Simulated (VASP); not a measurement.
# Li (P6/mmm) in VASP: a series of runs, part 2 of 2

VASP 6.6.1.

## 3. Single point, r2SCAN

This run uses another cell than the first one, of 21.45 Å³/atom.

Contents of POSCAR:

```
Li
1.0
    5.0300134384      0.0000000000      0.0000000000
   -2.5150016372      4.3561121619      0.0000000000
    0.0000000000      0.0000000000      2.9362064514
Li
3
Direct
    0.0000000000      0.0000000000      0.0000000000
    0.6666666667      0.3333333333      0.5000000000
    0.3333333333      0.6666666667      0.5000000000
```

Contents of INCAR.step1:

```
SYSTEM = Li
PREC = Accurate
ENCUT = 520
ISMEAR = 1
SIGMA = 0.1
LREAL = .FALSE.
LASPH = .TRUE.
NELM = 100
NBANDS = 12
GGA = PE
ALGO = Normal
EDIFF = 1E-4
LWAVE = .TRUE.
LCHARG = .FALSE.
```

Contents of INCAR.step2:

```
SYSTEM = Li
PREC = Accurate
ENCUT = 520
EDIFF = 1E-7
ISMEAR = 1
SIGMA = 0.1
LREAL = .FALSE.
LASPH = .TRUE.
NELM = 100
ALGO = Normal
ISIF = 2
LWAVE = .FALSE.
LCHARG = .FALSE.
METAGGA = R2SCAN
LMIXTAU = .TRUE.
NBANDS = 12
ISTART = 1
```

Contents of KPOINTS:

```
Automatic mesh
0
G
  7 7 10
  0 0 0
```

Potentials or basis: VASP PAW PBE potentials, release 64 (Li_sv).

Started as:

```sh
cat potpaw_PBE.64/Li_sv/POTCAR > POTCAR
cp INCAR.step1 INCAR
mpirun -np 1 vasp_std > vasp.out
cp INCAR.step2 INCAR
mpirun -np 1 vasp_std > vasp.out
```

OUTCAR:

```text
SYSTEM = Li
   PREC = Accurate
   ENCUT = 520
   EDIFF = 1E-7
   ISMEAR = 1
   LREAL = .FALSE.
   LASPH = .TRUE.
   NELM = 100
   ISIF = 2
   METAGGA = R2SCAN
   ISTART = 1

 ion  position               nearest neighbor table
   1  0.000  0.000  0.000-
   2  0.667  0.333  0.500-
   3  0.333  0.667  0.500-

  LATTYP: Found a hexagonal cell.
 ALAT       =     5.0300134384
 C/A-ratio  =     0.5837372976

  Lattice vectors:

 A1 = (   5.0300134384,   0.0000000000,   0.0000000000)
 A2 = (  -2.5150016372,   4.3561121619,   0.0000000000)
 A3 = (   0.0000000000,   0.0000000000,   2.9362064514)

Analysis of symmetry for initial positions (statically):
=====================================================================
 Subroutine PRICEL returns:
 Original cell was already a primitive cell.

 Routine SETGRP: Setting up the symmetry group for a
 hexagonal supercell.

 Subroutine GETGRP returns: Found 24 space group operations
 (whereof 24 operations were pure point group operations)
 out of a pool of 24 trial point group operations.

[... 169 lines left out ...]
 fundamental gap:      0.0550025813
 Fermi energy:         0.5676239149

 k-point     1 :       0.0000    0.0000    0.0000
  band No.  band energies     occupation
      1     -47.8033      2.00000
      2     -47.7861      2.00000
      3     -47.6742      2.00000
      4      -3.2677      2.00000
      5       2.6930      0.00000
      6       2.6933      0.00000
      7       2.7417      0.00000
      8       2.7420      0.00000
      9       6.5581      0.00000
     10       6.7503      0.00000
     11      11.3845      0.00000
     12      15.5798      0.00000
[... 331 lines left out ...]
 k-point    24 :       0.2857    0.2857    0.2000
  band No.  band energies     occupation
      1     -47.7928      2.00000
      2     -47.7897      2.00000
      3     -47.6711      2.00000
      4      -1.0996      2.00000
      5      -0.2137      2.00000
      6      -0.1591      2.00000
      7       6.2501      0.00000
      8       6.3624      0.00000
      9       8.0733      0.00000
     10       9.4434      0.00000
     11       9.7491      0.00000
     12      10.1929      0.00000

 [... further k-points ...]
[... 5 lines left out ...]
  --------------------------------------------------------------------------------------
  -------------------------------------------------------------------------------------
  Total       -0.2086746     -0.2086739     -0.1170879     -0.0000002      0.0000000      0.0000000
  in kB       -5.1966740     -5.1966567     -2.9158687     -0.0000061      0.0000000      0.0000000
  external PRESSURE =      -4.4363998 kB  Pullay stress =       0.0000000 kB

 VOLUME and BASIS-vectors are now :
 -----------------------------------------------------------------------------
  energy-cutoff  :      520.00
  volume of cell :       64.34
      direct lattice vectors                 reciprocal lattice vectors
     5.030013438  0.000000000  0.000000000     0.198806626  0.114781018  0.000000000
    -2.515001637  4.356112162  0.000000000     0.000000000  0.229562500  0.000000000
     0.000000000  0.000000000  2.936206451     0.000000000  0.000000000  0.340575507

 POSITION                                       TOTAL-FORCE (eV/Angst)
 -----------------------------------------------------------------------------------
      0.00000      0.00000      0.00000        -0.000000      0.000000      0.000000
      2.51501      1.45204      1.46810         0.000000      0.000000      0.000000
      0.00000      2.90407      1.46810        -0.000000     -0.000000     -0.000000
 -----------------------------------------------------------------------------------
    total drift:                               -0.000000      0.000000      0.000000

  FREE ENERGIE OF THE ION-ELECTRON SYSTEM (eV)
  ---------------------------------------------------
  free  energy   TOTEN  =        -7.1090665905 eV

  energy  without entropy=       -7.1096201440  energy(sigma->0) =       -7.10925111
```

OUTCAR.step1:

```text
SYSTEM = Li
   PREC = Accurate
   ENCUT = 520
   ISMEAR = 1
   LREAL = .FALSE.
   LASPH = .TRUE.
   NELM = 100
[... 585 lines left out ...]
      0.00000      0.00000      0.00000         0.000000      0.000000      0.000000
      2.51501      1.45204      1.46810         0.000000      0.000000      0.000000
      0.00000      2.90407      1.46810        -0.000000     -0.000000      0.000000
 -----------------------------------------------------------------------------------
    total drift:                               -0.000000      0.000000      0.000000

  FREE ENERGIE OF THE ION-ELECTRON SYSTEM (eV)
  ---------------------------------------------------
  free  energy   TOTEN  =        -5.6696451844 eV

  energy  without entropy=       -5.6700954412  energy(sigma->0) =       -5.66979527
```

OSZICAR.step1:

```text
N       E                     dE             d eps       ncg     rms          rms(c)
DAV:   1     0.262478648148E+02    0.26248E+02   -0.36752E+03  1152   0.662E+02
DAV:   2     0.102502062560E+01   -0.25223E+02   -0.24537E+02  1320   0.149E+02
DAV:   3    -0.558843067467E+01   -0.66135E+01   -0.65683E+01  2252   0.391E+01
DAV:   4    -0.567337395194E+01   -0.84943E-01   -0.84883E-01  1416   0.809E+00
DAV:   5    -0.567537773089E+01   -0.20038E-02   -0.20037E-02  1828   0.985E-01    0.453E-01
DAV:   6    -0.567160139115E+01    0.37763E-02   -0.88901E-04  2056   0.166E-01    0.260E-01
DAV:   7    -0.566964692758E+01    0.19545E-02   -0.23290E-03  2276   0.232E-01    0.499E-02
DAV:   8    -0.566964518442E+01    0.17432E-05   -0.78643E-05  1200   0.859E-02
   1 F= -.56696452E+01 E0= -.56697953E+01  d E =0.450257E-03
```

Wall time 4.8 min (1 thread of Intel Xeon 8259CL, shared host); peak memory 0.2 GiB.

Results:

- Free energy: -7.1091 eV
- Band gap on the k mesh: zero (an odd number of electrons rules out a gap without spin polarisation)

Caveat: the cutoff is under 1.25 times the usual one of these potentials, so pressure, stress and relaxed cells hold a basis-set (Pulay) error; the PAW data sets were made with another functional, which shifts forces and pressure a little.

## 4. Single point, r2SCAN

This run uses another cell than the first one, of 21.96 Å³/atom.

Contents of POSCAR:

```
Li
1.0
    5.0696214742      0.0000000000      0.0000000000
   -2.5348056151      4.3904136699      0.0000000000
    0.0000000000      0.0000000000      2.9593271392
Li
3
Direct
    0.0000000000      0.0000000000      0.0000000000
    0.6666666667      0.3333333333      0.5000000000
    0.3333333333      0.6666666667      0.5000000000
```

Contents of INCAR.step1:

```
SYSTEM = Li
ALGO = Normal ; EDIFF = 1E-4
ENCUT = 520 ; GGA = PE
ISMEAR = 1 ; LASPH = .TRUE.
LCHARG = .FALSE. ; LREAL = .FALSE.
LWAVE = .TRUE. ; NBANDS = 12
NELM = 100 ; PREC = Accurate
SIGMA = 0.1
```

Contents of INCAR.step2:

```
SYSTEM = Li
ALGO = Normal ; EDIFF = 1E-6
ENCUT = 520 ; ISIF = 2
ISMEAR = 1 ; ISTART = 1
LASPH = .TRUE. ; LCHARG = .FALSE.
LMIXTAU = .TRUE. ; LREAL = .FALSE.
LWAVE = .FALSE. ; METAGGA = R2SCAN
NBANDS = 12 ; NELM = 100
PREC = Accurate ; SIGMA = 0.1
```

Contents of KPOINTS:

```
k-points
0
G
  7 7 10
  0 0 0
```

Started as:

```sh
cat potpaw_PBE.64/Li_sv/POTCAR > POTCAR
cp INCAR.step1 INCAR
mpirun -np 1 vasp_std > vasp.out
cp INCAR.step2 INCAR
mpirun -np 1 vasp_std > vasp.out
```

It took 4.2 min on 1 thread of Intel Xeon 8259CL, shared host; peak memory 0.2 GiB.

The run converged. Its results:

```yaml
Free_energy: -7.1060 eV
Band_gap_on_the_k_mesh: zero (an odd number of electrons rules out a gap without spin polarisation)
```

Levels at points of the mesh, in eV from the Fermi level:
| k point | band 1 | band 2 | band 3 | band 4 | band 5 | band 6 | band 7 | band 8 | band 9 |
| --- | --- | --- | --- | --- | --- | --- | --- | --- | --- |
| (0.00, 0.00, 0.00) | -48.42 | -48.41 | -48.30 | -3.79 | 2.10 | 2.10 | 2.15 | 2.15 | 5.88 |
| (0.00, 0.00, 0.50) | -48.41 | -48.40 | -48.29 | -0.58 | 0.06 | 5.59 | 5.65 | 5.65 | 6.53 |

Caveat: the cutoff is under 1.25 times the usual one of these potentials, so pressure, stress and relaxed cells hold a basis-set (Pulay) error; the PAW data sets were made with another functional, which shifts forces and pressure a little.

## 5. Single point, r2SCAN

This run uses another cell than the first one, of 22.47 Å³/atom.

Contents of POSCAR:

```
Li
1.0
    5.1086200950      0.0000000000      0.0000000000
   -2.5543048861      4.4241874100      0.0000000000
    0.0000000000      0.0000000000      2.9820920887
Li
3
Direct
    0.0000000000      0.0000000000      0.0000000000
    0.6666666667      0.3333333333      0.5000000000
    0.3333333333      0.6666666667      0.5000000000
```

Contents of INCAR.step1:

```
PREC = Accurate
ENCUT = 520
ISMEAR = 1
SIGMA = 0.1
LREAL = False
LASPH = True
NELM = 80
NBANDS = 12
GGA = PE
ALGO = Normal
EDIFF = 1E-4
LWAVE = True
LCHARG = False
```

Contents of INCAR.step2:

```
PREC = Accurate
ENCUT = 520
EDIFF = 1E-6
ISMEAR = 1
SIGMA = 0.1
LREAL = False
LASPH = True
NELM = 80
ALGO = Normal
ISIF = 2
LWAVE = False
LCHARG = False
METAGGA = R2SCAN
LMIXTAU = True
NBANDS = 12
ISTART = 1
```

Contents of KPOINTS:

```
Automatic mesh
0
Gamma
  7 7 10
```

Started as:

```sh
cat potpaw_PBE.64/Li_sv/POTCAR > POTCAR
cp INCAR.step1 INCAR
mpirun -np 1 vasp_std > vasp.out
cp INCAR.step2 INCAR
mpirun -np 1 vasp_std > vasp.out
```

It took 3.3 min on 1 thread of Intel Xeon 8259CL, shared host; peak memory 0.2 GiB.

It converged, with:

```
Free energy            : -7.0999 eV
Band gap on the k mesh : zero (an odd number of electrons rules out a gap without spin polarisation)
```

Levels at points of the mesh, in eV from the Fermi level:
| k point | band 1 | band 2 | band 3 | band 4 | band 5 | band 6 | band 7 | band 8 |
| --- | --- | --- | --- | --- | --- | --- | --- | --- |
| (0.00, 0.00, 0.00) | -48.48 | -48.46 | -48.33 | -3.76 | 2.08 | 2.08 | 2.13 | 2.13 |
| (0.00, 0.00, 0.50) | -48.47 | -48.46 | -48.33 | -0.57 | 0.06 | 5.50 | 5.58 | 5.58 |

Caveat: the cutoff is under 1.25 times the usual one of these potentials, so pressure, stress and relaxed cells hold a basis-set (Pulay) error; the PAW data sets were made with another functional, which shifts forces and pressure a little.

## 6. Summary

```csv
cell,gap on the mesh (eV)
"a = 4.990, b = 4.990, c = 2.913 Å, angles 90.0, 90.0, 120.0°, 3 atoms",none
"a = 5.030, b = 5.030, c = 2.936 Å, angles 90.0, 90.0, 120.0°, 3 atoms",none
"a = 5.070, b = 5.070, c = 2.959 Å, angles 90.0, 90.0, 120.0°, 3 atoms",none
"a = 5.109, b = 5.109, c = 2.982 Å, angles 90.0, 90.0, 120.0°, 3 atoms",none
```

Alike in all rows: task single point; level r2SCAN; potentials or basis VASP PAW PBE potentials, release 64 (Li_sv); no spin polarisation; k mesh 7 × 7 × 10; cutoff (eV) 520; smearing methfessel-paxton 0.1 eV.

Caveats: the cutoff is under 1.25 times the usual one of these potentials, so pressure, stress and relaxed cells hold a basis-set (Pulay) error; the PAW data sets were made with another functional, which shifts forces and pressure a little.

Absolute energies hang on the potentials; compare differences alone.
